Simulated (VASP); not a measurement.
FeGe: single point with r2SCAN

FeGe:

```xyz
2
Lattice="3.0162 0.0000 0.0000 0.0000 3.0162 0.0000 0.0000 0.0000 3.0162" Properties=species:S:1:pos:R:3 pbc="T T T"
Fe    0.0000    0.0000    0.0000
Ge    1.3975    1.3595    1.3679
```

```json
{"Program": "VASP 6.6.1", "Task": "single point", "Functional": "r2SCAN", "Potentials or basis": "VASP PAW PBE potentials, release 64 (Fe, Ge_d)", "Cutoff": "520 eV", "k mesh": "3 × 3 × 3", "Occupations": "gaussian, width 0.05 eV", "Spin": "collinear spin, ferromagnetic start", "Starting moments": "[2.0, 0.0] μB"}
```

| Item | Value |
| --- | --- |
| Pressure | -21.5 GPa |
| Largest force | 0.406 eV/Å |
| Band gap on the k mesh | 0.63 eV, indirect (least direct gap 0.77 eV) |
| Net moment | 0.00 μB per cell |
| Valence electrons inside the program's atomic spheres | Fe 7.20; Ge 12.33 |

Forces in eV/Å, atoms in the order of the input:
```
Fe  -0.201 -0.254 -0.245
Ge   0.201  0.254  0.245
```

Stress tensor (GPa, compression positive):
```
-21.57   2.73   2.60
  2.73 -21.52   3.38
  2.60   3.38 -21.54
```

Levels at points of the mesh, in eV from the valence-band top:
Spin up:
| k point | band 8 | band 9 | band 10 | band 11 | band 12 | band 13 | band 14 | band 15 |
| --- | --- | --- | --- | --- | --- | --- | --- | --- |
| (0.00, 0.00, 0.00) | -1.85 | -0.17 | -0.04 | -0.03 | 3.56 | 3.60 | 3.63 | 9.22 |
Spin down:
| k point | band 9 | band 10 | band 11 | band 12 | band 13 | band 14 |
| --- | --- | --- | --- | --- | --- | --- |
| (0.00, 0.00, 0.00) | -0.17 | -0.04 | -0.03 | 3.56 | 3.60 | 3.63 |

It took 2.1 min on 1 thread of AMD EPYC 7R13, on a shared host, peak memory 0.13 GiB.

Caveat: the k points lie up to 0.69 Å⁻¹ apart; the starting moments collapsed, and a magnetic state may lie lower; the PAW data sets were made with another functional, which shifts forces and pressure a little. A k mesh can miss the band edges.
